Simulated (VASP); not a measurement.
# Li5Cu in VASP: single point with r2SCAN

Aim: the single point of Li5Cu with r2SCAN.

Everything below comes from runs of VASP 6.6.1. Logs are shortened: lines on timing, memory, paths and dates and some standing lists are left out, and cuts for length are marked.

**1. The cell of the first run**

The cell holds a slab with vacuum, 6 atoms: a = 3.477 Å, b = 3.477 Å, c = 25.954 Å, α = 90.00°, β = 90.00°, γ = 90.00°.

**2. Single point, r2SCAN**

Input file POSCAR:

```
Li5Cu
1.0
    3.4770929272      0.0000000000      0.0000000000
    0.0000000000      3.4770929272      0.0000000000
    0.0000000000      0.0000000000     25.9541858545
Li Cu
5 1
Direct
    0.5000000000      0.5000000000      0.3275001592
    0.0000000000      0.0000000000      0.3944853644
    0.5000000000      0.5000000000      0.4595332002
    0.0000000000      0.0000000000      0.5347446721
    0.5000000000      0.5000000000      0.5744895655
    0.0000000000      0.5000000000      0.6321270829
```

Input file INCAR.step1:

```
SYSTEM = Li5Cu
PREC = Accurate ; ENCUT = 520
ISMEAR = 0 ; SIGMA = 0.1
LREAL = .False. ; LASPH = .True.
NELM = 100 ; LDIPOL = .True.
IDIPOL = 3 ; DIPOL = 0.5 0.5 0.487
NBANDS = 22 ; GGA = PE
ALGO = Normal ; EDIFF = 1E-4
LWAVE = .True. ; LCHARG = .False.
```

Input file INCAR.step2:

```
SYSTEM = Li5Cu
PREC = Accurate ; ENCUT = 520
EDIFF = 1E-6 ; ISMEAR = 0
SIGMA = 0.1 ; LREAL = .False.
LASPH = .True. ; NELM = 100
ALGO = Normal ; ISIF = 2
LWAVE = .False. ; LCHARG = .False.
LDIPOL = .True. ; IDIPOL = 3
DIPOL = 0.5 0.5 0.487 ; METAGGA = R2SCAN
LMIXTAU = .True. ; NBANDS = 22
ISTART = 1
```

Input file KPOINTS:

```
Automatic mesh
0
Gamma
  8 8 1
  0 0 0
```

Potentials or basis: VASP PAW PBE potentials, release 64 (Li_sv, Cu).

Started as:

```console
$ cat potpaw_PBE.64/Li_sv/POTCAR potpaw_PBE.64/Cu/POTCAR > POTCAR
$ cp INCAR.step1 INCAR
$ mpirun -np 1 vasp_std > vasp.out
$ cp INCAR.step2 INCAR
$ mpirun -np 1 vasp_std > vasp.out
```

OUTCAR:

```text
SYSTEM = Li5Cu
   PREC = Accurate
   ENCUT = 520
   EDIFF = 1E-6
   ISMEAR = 0
   LREAL = .False.
   LASPH = .True.
   NELM = 100
   ISIF = 2
   METAGGA = R2SCAN
   ISTART = 1

 ion  position               nearest neighbor table
   1  0.500  0.500  0.328-
   2  0.000  0.000  0.394-
   3  0.500  0.500  0.460-
   4  0.000  0.000  0.535-
   5  0.500  0.500  0.574-   6 2.29   6 2.29
   6  0.000  0.500  0.632-   5 2.29   5 2.29

  LATTYP: Found a simple tetragonal cell.
 ALAT       =     3.4770929272
 C/A-ratio  =     7.4643348331

  Lattice vectors:

 A1 = (   3.4770929272,   0.0000000000,   0.0000000000)
 A2 = (   0.0000000000,   3.4770929272,   0.0000000000)
 A3 = (   0.0000000000,   0.0000000000,  25.9541858545)

Analysis of symmetry for initial positions (statically):
=====================================================================
 Subroutine PRICEL returns:
 Original cell was already a primitive cell.

 Routine SETGRP: Setting up the symmetry group for a
 simple tetragonal supercell.

 Subroutine GETGRP returns: Found  4 space group operations
 (whereof  4 operations were pure point group operations)
 out of a pool of 16 trial point group operations.

The static configuration has the point symmetry C_2v.

Analysis of symmetry for dynamics (positions and initial velocities):
=====================================================================
 Subroutine PRICEL returns:
 Original cell was already a primitive cell.

 Routine SETGRP: Setting up the symmetry group for a
 simple tetragonal supercell.

 Subroutine GETGRP returns: Found  4 space group operations
 (whereof  4 operations were pure point group operations)
 out of a pool of 16 trial point group operations.

The dynamic configuration has the point symmetry C_2v.

 Subroutine INISYM returns: Found  4 space group operations
 (whereof  4 operations are pure point group operations),
 and found     1 'primitive' translations

----------------------------------------------------------------------------------------

                                     Primitive cell

  volume of cell :     313.7907

  direct lattice vectors                    reciprocal lattice vectors
     3.477092927  0.000000000  0.000000000     0.287596570  0.000000000  0.000000000
     0.000000000  3.477092927  0.000000000     0.000000000  0.287596570  0.000000000
[... 98 lines left out ...]
   ISIF   =      2    stress and relaxation
   ISYM   =      2    0-nonsym 1-usesym 2-fastsym
   POTIM  = 0.5000    time-step for ionic-motion
   TEBEG  =    0.0;   TEEND  =   0.0 temperature during run
   PSTRESS=    0.0 pullay stress
   NELECT =      26.0000    total number of electrons
   NUPDOWN=      -1.0000    fix difference up-down
   EMIN   =  10.00;   EMAX   =-10.00  energy-range for DOS
   EFERMI =   0.00;   METHOD = LEGACY
   ISMEAR =     0;   SIGMA  =   0.10  broadening in eV -4-tet -1-fermi 0-gaus
   EFERMI_NEDOS =   21; number of points for ismear=-14 and -15
   IALGO  =     38    algorithm
   IMIX   =      4    mixing-type and parameters
     AMIX     =   0.40;   BMIX     =  1.00
     AMIX_MAG =   1.60;   BMIX_MAG =  1.00
  volume/ion in A,a.u.               =      52.30       352.93
  Fermi-wavevector in a.u.,A,eV,Ry     =   0.713706  1.348709  6.930482  0.509376
  Thomas-Fermi vector in A             =   1.801414
   LORBIT       =      0    0 simple, 1 ext, 2 COOP (PROOUT), +10 PAW based schemes
   METAGGA = R2SCAN    functional components
   LHFCALC =     F    Hartree Fock is set to
   AEXX    =    0.0000 exact exchange contribution
   IVDW    =     0    specifies the selected vdW correction
   LEPSILON=     F    determine dielectric tensor
   LRPA    =     F    only Hartree local field effects (RPA)
 non-spin polarized calculation
 Gauss-broadening in eV      SIGMA  =   0.10
  energy-cutoff  :      520.00
  volume of cell :      313.79
 maximum number of plane-waves:      8529
 NGX is ok and might be reduce to    28
   NGX = 13   NGY = 13   NGZ = 97

 number of electron      26.0000048 magnetization

 dipolmoment           0.000000      0.000000      0.054482 electrons x Angstroem

 Free energy of the ion-electron system (eV)
  ---------------------------------------------------
  ext. energy  EPLUGINS =         0.00000000
  ---------------------------------------------------
  free energy    TOTEN  =       -20.40040792 eV

  energy without entropy =      -20.39418875  energy(sigma->0) =      -20.39729833

 E-fermi :  -1.7198     XC(G=0):  -3.5748

 val. band max:       -1.7731796025   @ k =  -0.2500   0.3750   0.0000
 cond. band min:      -1.6283337425   @ k =   0.2500   0.0000   0.0000
 fundamental gap:      0.1448458600
 Fermi energy:        -1.7197923836

 k-point     1 :       0.0000    0.0000    0.0000
  band No.  band energies     occupation
      1     -50.6200      2.00000
      2     -49.8858      2.00000
      3     -49.8553      2.00000
      4     -49.8038      2.00000
      5     -49.5564      2.00000
      6      -5.8869      2.00000
[... 589 lines left out ...]
     21       2.5780      0.00000
     22       3.2875      0.00000

 [... further k-points ...]

------------------------ aborting loop because EDIFF is reached ----------------------------------------

 vacuum level on the upper side and lower side of the slab       (xc-potential included)         0.405        -0.391

  FORCE on cell =-STRESS in cart. coord.  units (eV):
  Direction    XX          YY          ZZ          XY          YZ          ZX
  --------------------------------------------------------------------------------------
  -------------------------------------------------------------------------------------
  Total        0.8586812     -1.5829903     -0.1326964      0.0000000      0.0000000      0.0000000
  in kB        4.3843231     -8.0825582     -0.6775317      0.0000000      0.0000000      0.0000000
  external PRESSURE =      -1.4585889 kB  Pullay stress =       0.0000000 kB

 VOLUME and BASIS-vectors are now :
 -----------------------------------------------------------------------------
  energy-cutoff  :      520.00
  volume of cell :      313.79
      direct lattice vectors                 reciprocal lattice vectors
     3.477092927  0.000000000  0.000000000     0.287596570  0.000000000  0.000000000
     0.000000000  3.477092927  0.000000000     0.000000000  0.287596570  0.000000000
     0.000000000  0.000000000 25.954185855     0.000000000  0.000000000  0.038529430

 POSITION                                       TOTAL-FORCE (eV/Angst)
 -----------------------------------------------------------------------------------
      1.73855      1.73855      8.50000         0.000000      0.000000      0.037188
      0.00000      0.00000     10.23855         0.000000      0.000000      0.042281
      1.73855      1.73855     11.92681         0.000000      0.000000     -0.017837
      0.00000      0.00000     13.87886         0.000000      0.000000     -0.015150
      1.73855      1.73855     14.91041         0.000000      0.000000     -0.063170
      0.00000      1.73855     16.40634         0.000000      0.000000      0.016687
 -----------------------------------------------------------------------------------
    total drift:                                0.000000      0.000000     -0.056889

  FREE ENERGIE OF THE ION-ELECTRON SYSTEM (eV)
  ---------------------------------------------------
  free  energy   TOTEN  =       -20.4004079153 eV

  energy  without entropy=      -20.3941887453  energy(sigma->0) =      -20.39729833

 vacuum level on the upper side and lower side of the slab         2.184         1.370
```

OUTCAR.step1:

```text
SYSTEM = Li5Cu
   PREC = Accurate
   ENCUT = 520
   ISMEAR = 0
   LREAL = .False.
   LASPH = .True.
   NELM = 100
[... 843 lines left out ...]
      1.73855      1.73855     14.91041         0.000000      0.000000     -0.091736
      0.00000      1.73855     16.40634         0.000000      0.000000      0.082128
 -----------------------------------------------------------------------------------
    total drift:                                0.000000      0.000000     -0.001654

  FREE ENERGIE OF THE ION-ELECTRON SYSTEM (eV)
  ---------------------------------------------------
  free  energy   TOTEN  =       -11.2487959713 eV

  energy  without entropy=      -11.2409027254  energy(sigma->0) =      -11.24484935

 vacuum level on the upper side and lower side of the slab         1.902         0.973
```

Wall time 67 min (1 thread of AMD EPYC 7R43 (Zen 3), shared host); peak memory 0.43 GiB.

What came out:

| Property | Result |
| --- | --- |
| Free energy | -20.4004 eV |
| Largest force | 0.063 eV/Å |
| Band gap on the k mesh | zero (band 13 reaches -0.69 eV, above the bottom of band 14 at -2.21 eV) |

Forces in eV/Å, atoms in the order of the input:
```
Li   0.000  0.000  0.037
Li   0.000  0.000  0.042
Li   0.000  0.000 -0.018
Li   0.000  0.000 -0.015
Li   0.000  0.000 -0.063
Cu   0.000  0.000  0.017
```

Caveat: the cutoff is under 1.25 times the usual one of these potentials, so pressure, stress and relaxed cells hold a basis-set (Pulay) error; the PAW data sets were made with another functional, which shifts forces and pressure a little.
